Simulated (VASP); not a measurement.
Runs of VASP 6.6.1 on AlCo. The structure is that of space group Fm-3m (No. 225), or close to it. The cells are those of the table. 

```csv
task,spin,cell,k mesh,cutoff (eV),k mesh for the DOS,occupations for the DOS,gap on the mesh (eV),pressure (GPa),moment (μB)
single point,"collinear, ferromagnetic start","a = 3.388 Å, angles 60.0°, 2 atoms",6 × 6 × 6,520,-,-,none,(a),0.26
single point,"collinear, ferromagnetic start","a = 3.386 Å, angles 60.0°, 2 atoms",20 × 20 × 20,520,-,-,none,(b),0.00
single point,"collinear, ferromagnetic start","a = 3.466 Å, angles 60.0°, 2 atoms",6 × 6 × 6,520,-,-,none,-6.9,0.39
relaxation of cell and atoms,"collinear, ferromagnetic start","relaxed from a = 3.466 Å, angles 60.0°, 2 atoms",6 × 6 × 6,600,-,-,none,0.1,0.25
```

Alike in all rows: level PBE; potentials or basis VASP PAW PBE potentials, release 64 (Al, Co); smearing gaussian 0.1 eV.

Q: Fill in the values left out.

A: (a) -0.2; (b) -0.1.

Caveats: some runs use coarse meshes.

A gap of «none» marks levels without a gap at the run's occupations.
